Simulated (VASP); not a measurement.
# Ba (Im-3m) in VASP: further runs, part 2 of 2

VASP 6.6.1.

### Step 3. Electric field gradients, PBEsol (58.75 Å³/atom)

INCAR reads:

```
SYSTEM = Ba
PREC = Accurate
ENCUT = 520
EDIFF = 1E-8
ISMEAR = -1
SIGMA = 0.05
LREAL = .FALSE.
LASPH = .TRUE.
NELM = 80
ALGO = Normal
ISIF = 2
LWAVE = .FALSE.
LCHARG = .FALSE.
GGA = PS
LEFG = .TRUE.
NBANDS = 11
```

KPOINTS reads:

```
regular mesh
0
G
  10 10 10
  0 0 0
```

POSCAR reads:

```
Ba
1.0
   -2.4489652718      2.4489652718      2.4489652718
    2.4489652718     -2.4489652718      2.4489652718
    2.4489652718      2.4489652718     -2.4489652718
Ba
1
Direct
    0.0000000000      0.0000000000      0.0000000000
```

Potentials or basis: VASP PAW PBE potentials, release 64 (Ba_sv).

Launch:

```sh
cat potpaw_PBE.64/Ba_sv/POTCAR > POTCAR
mpirun -np 1 vasp_std > vasp.out
```

OUTCAR:

```text
SYSTEM = Ba
   PREC = Accurate
   ENCUT = 520
   EDIFF = 1E-8
   ISMEAR = -1
   LREAL = .FALSE.
   LASPH = .TRUE.
   NELM = 80
   ISIF = 2
   GGA = PS

 ion  position               nearest neighbor table
   1  0.000  0.000  0.000-

  LATTYP: Found a body centered cubic cell.
 ALAT       =     4.8979305436

  Lattice vectors:

 A1 = (  -2.4489652718,   2.4489652718,   2.4489652718)
 A2 = (   2.4489652718,  -2.4489652718,   2.4489652718)
 A3 = (   2.4489652718,   2.4489652718,  -2.4489652718)

Analysis of symmetry for initial positions (statically):
=====================================================================
 Subroutine PRICEL returns:
 Original cell was already a primitive cell.

 Routine SETGRP: Setting up the symmetry group for a
 body centered cubic supercell.

 Subroutine GETGRP returns: Found 48 space group operations
 (whereof 48 operations were pure point group operations)
 out of a pool of 48 trial point group operations.

The static configuration has the point symmetry O_h .

Analysis of symmetry for dynamics (positions and initial velocities):
=====================================================================
 Subroutine PRICEL returns:
 Original cell was already a primitive cell.

 Routine SETGRP: Setting up the symmetry group for a
 body centered cubic supercell.

 Subroutine GETGRP returns: Found 48 space group operations
 (whereof 48 operations were pure point group operations)
 out of a pool of 48 trial point group operations.

The dynamic configuration has the point symmetry O_h .

 Subroutine INISYM returns: Found 48 space group operations
 (whereof 48 operations are pure point group operations),
 and found     1 'primitive' translations

[... 151 lines left out ...]
      4     -11.8582      2.00000
      5      -1.0312      2.00000
      6       3.6579      0.00000
      7       3.6579      0.00000
      8       3.6579      0.00000
      9       5.1918      0.00000
     10       5.1918      0.00000
     11       8.9115      0.00000
[... 309 lines left out ...]
 k-point    24 :      -0.3000    0.3000    0.1000
  band No.  band energies     occupation
      1     -26.9289      2.00000
      2     -12.2422      2.00000
      3     -12.0010      2.00000
      4     -11.9050      2.00000
      5       0.5393      2.00000
      6       2.7496      0.00000
      7       2.9578      0.00000
      8       4.3836      0.00000
      9       5.3515      0.00000
     10       5.7687      0.00000
     11       8.8370      0.00000

 [... further k-points ...]
[... 5 lines left out ...]
  --------------------------------------------------------------------------------------
  -------------------------------------------------------------------------------------
  Total       -0.0047034     -0.0047034     -0.0047034      0.0000000      0.0000000      0.0000000
  in kB       -0.1282682     -0.1282682     -0.1282682      0.0000000      0.0000000      0.0000000
  external PRESSURE =      -0.1282682 kB  Pullay stress =       0.0000000 kB

 VOLUME and BASIS-vectors are now :
 -----------------------------------------------------------------------------
  energy-cutoff  :      520.00
  volume of cell :       58.75
      direct lattice vectors                 reciprocal lattice vectors
    -2.448965272  2.448965272  2.448965272     0.000000000  0.204167861  0.204167861
     2.448965272 -2.448965272  2.448965272     0.204167861  0.000000000  0.204167861
     2.448965272  2.448965272 -2.448965272     0.204167861  0.204167861  0.000000000

 POSITION                                       TOTAL-FORCE (eV/Angst)
 -----------------------------------------------------------------------------------
      0.00000      0.00000      0.00000         0.000000     -0.000000      0.000000
 -----------------------------------------------------------------------------------
    total drift:                                0.000000      0.000000      0.000000

  FREE ENERGIE OF THE ION-ELECTRON SYSTEM (eV)
  ---------------------------------------------------
  free  energy   TOTEN  =        -2.1530123836 eV

  energy  without entropy=       -2.1418874481  energy(sigma->0) =       -2.14744992

 Electric field gradients (V/A^2)
---------------------------------------------------------------------
 ion       V_xx      V_yy      V_zz      V_xy      V_xz      V_yz
---------------------------------------------------------------------
   1      -0.000    -0.000    -0.000     0.000     0.000     0.000
---------------------------------------------------------------------

 Electric field gradients after diagonalization (V/A^2)
 (convention: |V_zz| > |V_xx| > |V_yy|)
----------------------------------------------------------------------
 ion       V_xx      V_yy      V_zz     asymmetry (V_yy - V_xx)/ V_zz
----------------------------------------------------------------------
   1      -0.000    -0.000     0.001       0.000
----------------------------------------------------------------------

           NMR quadrupolar parameters

 Cq : quadrupolar parameter    Cq=e*Q*V_zz/h
 eta: asymmetry parameters     (V_yy - V_xx)/ V_zz
 Q  : nuclear electric quadrupole moment in mb (millibarn)
----------------------------------------------------------------------
 ion       Cq(MHz)       eta       Q (mb)
----------------------------------------------------------------------
   1       0.000       0.000       1.000
----------------------------------------------------------------------
```

It took 26 s on 1 thread of Intel Xeon 8259CL, shared host; peak memory 0.18 GiB.

Results:

| Quantity | Value |
| --- | --- |
| Free energy | -2.1530 eV |
| Pressure | 0.0 GPa |
| Band gap on the k mesh | zero (bands 5 and 6 overlap by 1.01 eV) |
| Largest electric field gradient by atom | zero within the noise of the run |

Levels at points of the mesh, in eV from the Fermi level:
```csv
k point,band 2,band 3,band 4,band 5,band 6,band 7,band 8,band 9
"(0.00, 0.00, 0.00)",-13.61,-13.61,-13.61,-2.78,1.91,1.91,1.91,3.44
"(0.50, 0.00, 0.00)",-14.19,-13.79,-13.61,-0.93,0.68,1.50,3.42,4.05
"(0.50, 0.50, 0.50)",-14.01,-14.01,-14.01,-0.62,-0.62,4.71,4.71,4.71
```

Caveat: the PAW data sets were made with another functional, which shifts forces and pressure a little; spin-orbit coupling is left out, which moves the levels of the heavy elements.

### Step 4. Electric field gradients, PBEsol (61.25 Å³/atom)

This run uses another cell than the first one, of 61.25 Å³/atom.

Changes to INCAR since step 3:

```diff
@@ -8,3 +8,3 @@
 LASPH = .TRUE.
-NELM = 80
+NELM = 100
 ALGO = Normal
```

KPOINTS is that of step 3.

POSCAR reads:

```
Ba
1.0
   -2.4832209710      2.4832209710      2.4832209710
    2.4832209710     -2.4832209710      2.4832209710
    2.4832209710      2.4832209710     -2.4832209710
Ba
1
Direct
    0.0000000000      0.0000000000      0.0000000000
```

Potentials or basis: VASP PAW PBE potentials, release 64 (Ba_sv).

Launch:

```sh
cat potpaw_PBE.64/Ba_sv/POTCAR > POTCAR
mpirun -np 1 vasp_std > vasp.out
```

OUTCAR:

```text
SYSTEM = Ba
   PREC = Accurate
   ENCUT = 520
   EDIFF = 1E-8
   ISMEAR = -1
   LREAL = .FALSE.
   LASPH = .TRUE.
   NELM = 100
   ISIF = 2
   GGA = PS

 ion  position               nearest neighbor table
   1  0.000  0.000  0.000-

  LATTYP: Found a body centered cubic cell.
 ALAT       =     4.9664419420

  Lattice vectors:

 A1 = (  -2.4832209710,   2.4832209710,   2.4832209710)
 A2 = (   2.4832209710,  -2.4832209710,   2.4832209710)
 A3 = (   2.4832209710,   2.4832209710,  -2.4832209710)

Analysis of symmetry for initial positions (statically):
=====================================================================
 Subroutine PRICEL returns:
 Original cell was already a primitive cell.

 Routine SETGRP: Setting up the symmetry group for a
 body centered cubic supercell.

 Subroutine GETGRP returns: Found 48 space group operations
 (whereof 48 operations were pure point group operations)
 out of a pool of 48 trial point group operations.

The static configuration has the point symmetry O_h .

Analysis of symmetry for dynamics (positions and initial velocities):
=====================================================================
 Subroutine PRICEL returns:
 Original cell was already a primitive cell.

 Routine SETGRP: Setting up the symmetry group for a
 body centered cubic supercell.

 Subroutine GETGRP returns: Found 48 space group operations
 (whereof 48 operations were pure point group operations)
 out of a pool of 48 trial point group operations.

The dynamic configuration has the point symmetry O_h .

 Subroutine INISYM returns: Found 48 space group operations
 (whereof 48 operations are pure point group operations),
 and found     1 'primitive' translations

[... 153 lines left out ...]
      4     -12.0953      2.00000
      5      -1.1544      2.00000
      6       3.4713      0.00000
      7       3.4713      0.00000
      8       3.4713      0.00000
      9       4.9455      0.00000
     10       4.9455      0.00000
     11       8.6493      0.00000
[... 309 lines left out ...]
 k-point    24 :      -0.3000    0.3000    0.1000
  band No.  band energies     occupation
      1     -27.1448      2.00000
      2     -12.4310      2.00000
      3     -12.2211      2.00000
      4     -12.1359      2.00000
      5       0.3685      2.00000
      6       2.5833      0.00000
      7       2.8011      0.00000
      8       4.1669      0.00000
      9       5.0845      0.00000
     10       5.4812      0.00000
     11       8.4955      0.00000

 [... further k-points ...]
[... 5 lines left out ...]
  --------------------------------------------------------------------------------------
  -------------------------------------------------------------------------------------
  Total       -0.1465940     -0.1465940     -0.1465940      0.0000000     -0.0000000     -0.0000000
  in kB       -3.8346043     -3.8346043     -3.8346043      0.0000000     -0.0000000     -0.0000000
  external PRESSURE =      -3.8346043 kB  Pullay stress =       0.0000000 kB

 VOLUME and BASIS-vectors are now :
 -----------------------------------------------------------------------------
  energy-cutoff  :      520.00
  volume of cell :       61.25
      direct lattice vectors                 reciprocal lattice vectors
    -2.483220971  2.483220971  2.483220971     0.000000000  0.201351392  0.201351392
     2.483220971 -2.483220971  2.483220971     0.201351392  0.000000000  0.201351392
     2.483220971  2.483220971 -2.483220971     0.201351392  0.201351392  0.000000000

 POSITION                                       TOTAL-FORCE (eV/Angst)
 -----------------------------------------------------------------------------------
      0.00000      0.00000      0.00000        -0.000000      0.000000     -0.000000
 -----------------------------------------------------------------------------------
    total drift:                                0.000000     -0.000000     -0.000000

  FREE ENERGIE OF THE ION-ELECTRON SYSTEM (eV)
  ---------------------------------------------------
  free  energy   TOTEN  =        -2.1498493813 eV

  energy  without entropy=       -2.1387213040  energy(sigma->0) =       -2.14428534

 Electric field gradients (V/A^2)
---------------------------------------------------------------------
 ion       V_xx      V_yy      V_zz      V_xy      V_xz      V_yz
---------------------------------------------------------------------
   1      -0.000     0.000     0.000     0.000     0.000     0.000
---------------------------------------------------------------------

 Electric field gradients after diagonalization (V/A^2)
 (convention: |V_zz| > |V_xx| > |V_yy|)
----------------------------------------------------------------------
 ion       V_xx      V_yy      V_zz     asymmetry (V_yy - V_xx)/ V_zz
----------------------------------------------------------------------
   1      -0.000    -0.000     0.000       0.000
----------------------------------------------------------------------

           NMR quadrupolar parameters

 Cq : quadrupolar parameter    Cq=e*Q*V_zz/h
 eta: asymmetry parameters     (V_yy - V_xx)/ V_zz
 Q  : nuclear electric quadrupole moment in mb (millibarn)
----------------------------------------------------------------------
 ion       Cq(MHz)       eta       Q (mb)
----------------------------------------------------------------------
   1       0.000       0.000       1.000
----------------------------------------------------------------------
```

OSZICAR:

```text
N       E                     dE             d eps       ncg     rms          rms(c)
DAV:   1     0.551196794324E+02    0.55120E+02   -0.42413E+03  1034   0.748E+02
DAV:   2     0.543367786355E+00   -0.54576E+02   -0.53197E+02  1205   0.137E+02
DAV:   3    -0.207460466133E+01   -0.26180E+01   -0.26048E+01  1337   0.311E+01
DAV:   4    -0.214989224281E+01   -0.75288E-01   -0.75217E-01  1334   0.492E+00
DAV:   5    -0.215152099842E+01   -0.16288E-02   -0.16286E-02  1418   0.599E-01    0.164E+00
DAV:   6    -0.215034171617E+01    0.11793E-02   -0.32582E-03  1263   0.522E-01    0.965E-01
DAV:   7    -0.214974440273E+01    0.59731E-03   -0.55785E-03  1251   0.710E-01    0.414E-02
DAV:   8    -0.214984568865E+01   -0.10129E-03   -0.29590E-04  1593   0.922E-02    0.191E-02
DAV:   9    -0.214984934963E+01   -0.36610E-05   -0.42654E-06  1202   0.187E-02    0.488E-03
DAV:  10    -0.214984958455E+01   -0.23492E-06   -0.13595E-06  1287   0.735E-03    0.103E-03
DAV:  11    -0.214984948424E+01    0.10031E-06   -0.22725E-07  1591   0.286E-03    0.595E-04
DAV:  12    -0.214984933376E+01    0.15047E-06   -0.20025E-08  1219   0.108E-03    0.139E-04
DAV:  13    -0.214984937719E+01   -0.43430E-07   -0.79874E-10   672   0.216E-04    0.511E-05
DAV:  14    -0.214984938128E+01   -0.40833E-08   -0.25734E-10   643   0.987E-05
   1 F= -.21498494E+01 E0= -.21442853E+01  d E =-.111281E-01
```

stdout:

```text
POSCAR found type information on POSCAR Ba
 POSCAR found :  1 types and       1 ions
 scaLAPACK will be used
 -----------------------------------------------------------------------------
|                                                                             |
|                                                                             |
|     You enforced a specific xc type in the INCAR file but a different       |
|     I HOPE YOU KNOW WHAT YOU ARE DOING!                                     |
|                                                                             |
 -----------------------------------------------------------------------------

 LDA part: xc-table for (Slater+PW92), standard interpolation
 POSCAR, INCAR and KPOINTS ok, starting setup
 FFT: planning ... GRIDC
 FFT: planning ... GRID_SOFT
 FFT: planning ... GRID
 WAVECAR not read
 entering main loop
ion   1
```

It took 27 s on 1 thread of Intel Xeon 8259CL, shared host; peak memory 0.19 GiB.

Results:

```
Free energy                             : -2.1498 eV
Pressure                                : -0.4 GPa
Band gap on the k mesh                  : zero (bands 5 and 6 overlap by 0.92 eV)
Largest electric field gradient by atom : zero within the noise of the run
```

Caveat: the PAW data sets were made with another functional, which shifts forces and pressure a little; spin-orbit coupling is left out, which moves the levels of the heavy elements.
